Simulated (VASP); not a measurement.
Write the native input for VASP 6.6.1 that does the following.

```
Task                   : single point
Functional             : PBE
Potentials or basis    : VASP PAW PBE potentials, release 64 (Zn, Au)
Cutoff                 : 520 eV
k mesh                 : 6 × 6 × 6
Occupations            : fermi-dirac, width 0.05 eV
Spin                   : no spin polarisation
Dipole correction      : no
Further INCAR settings : ALGO = Normal; EDIFF = 1e-07; NBANDS = 18
```

The structure of ZnAu lies in POSCAR:

```
ZnAu
1.0
    3.1470000000      0.0000000000      0.0000000000
    0.0000000000      3.1470000000      0.0000000000
    0.0000000000      0.0000000000      3.1470000000
Zn Au
1 1
Direct
    0.5000000000      0.5000000000      0.5000000000
    0.0000000000      0.0450000000      0.0000000000
```

These files were run (other wordings do the same):

INCAR

```
SYSTEM = ZnAu
PREC = Accurate ; ENCUT = 520
EDIFF = 1E-7 ; ISMEAR = -1
SIGMA = 0.05 ; LREAL = .False.
LASPH = .True. ; NELM = 80
ALGO = Normal ; ISIF = 2
LWAVE = .False. ; LCHARG = .True.
GGA = PE ; LELF = .True.
LVHAR = .True. ; NBANDS = 18
```

KPOINTS

```
regular mesh
0
Gamma
  6 6 6
  0 0 0
```

Potentials or basis: VASP PAW PBE potentials, release 64 (Zn, Au).

The run is started by

```sh
$ cat potpaw_PBE.64/Zn/POTCAR potpaw_PBE.64/Au/POTCAR > POTCAR
$ mpirun -np 1 vasp_std > vasp.out
```

Results of the run:

- Pressure: 6.2 GPa
- Largest force: 0.532 eV/Å

It took 12 s on 1 thread of Intel(R) Xeon(R) Platinum 8259CL CPU @ 2.50GHz (Skylake/Cascade Lake) (shared host), peak memory 0.15 GiB.
